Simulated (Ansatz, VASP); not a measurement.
Two plane-wave programs on VCo

INCAR

```
  ALGO = Normal
  EDIFF = 1E-6
  ENCUT = 520
  GGA = CA
  ISIF = 2
  ISMEAR = -1
  ISPIN = 2
  LASPH = True
  LCHARG = True
  LELF = True
  LMAXMIX = 4
  LORBIT = 11
  LREAL = False
  LVHAR = True
  LWAVE = False
  MAGMOM = 1.5 2.5
  NBANDS = 22
  NELM = 150
  PREC = Accurate
  SIGMA = 0.1
```

Contents of KPOINTS:

```
k-points
0
Gamma
  10 10 10
```

The input POSCAR:

```
VCo
1.0
    2.8111979758      0.0000000000      0.0000000000
    0.0000000000      2.8111979758      0.0000000000
    0.0000000000      0.0000000000      2.8111979758
V Co
1 1
Direct
    0.0000000000      0.0000000000      0.0000000000
    0.5000000000      0.5000000000      0.5000000000
```

Input for Ansatz:

```yaml
crystal:
  lattice:
    - [2.8111979757901153, 0.0, 0.0]
    - [0.0, 2.8111979757901153, 0.0]
    - [0.0, 0.0, 2.8111979757901153]
  atoms:
    - { symbol: V, position: [0.0, 0.0, 0.0], spin: 1.5 }
    - { symbol: Co, position: [0.5, 0.5, 0.5], spin: 2.5 }
basis:
  ecutwfc: 450.0
kpoints:
  mp_grid:
    grid: [10, 10, 10]
hamiltonian:
  xc: lda
  pseudopotentials:
    kind: paw
magnetization:
  spin_polarized: true
scf:
  max_iter: 70
  convergence:
    dr2_threshold: 1.0e-09
  occupations:
    method: fermi_dirac
```

Alike in both runs: task single point; functional LDA; k mesh 10 × 10 × 10; collinear spin.

|  | VASP | Ansatz |
| --- | --- | --- |
| version | VASP 6.6.1 | Ansatz 0.2.0 |
| potentials or method | VASP PAW LDA potentials, release 64 (V_sv, Co), cutoff 520 eV | plane waves, PAW |
| occupations | fermi-dirac, width 0.1 eV | fermi-dirac |
| valence electrons in the cell | 22 | 30 |

Ansatz gave:

- net moment per atom (μB): 0.63
- size of the moment on the site where the two differ most (μB): 0.78

Q: What did VASP give for the same quantities?

A: net moment per atom (μB): 0.45; size of the moment on the site where the two differ most (μB): 0.56.

The net moments are unlike, so the other rows may belong to different states. LDA's correlation is that of Perdew and Zunger in VASP and of Perdew and Wang (1992) in Ansatz. Site moments also hang on the region over which each program counts them. VASP's potentials hold 22 valence electrons a cell and Ansatz's 30, so a difference there can come from the potentials and not from the codes.
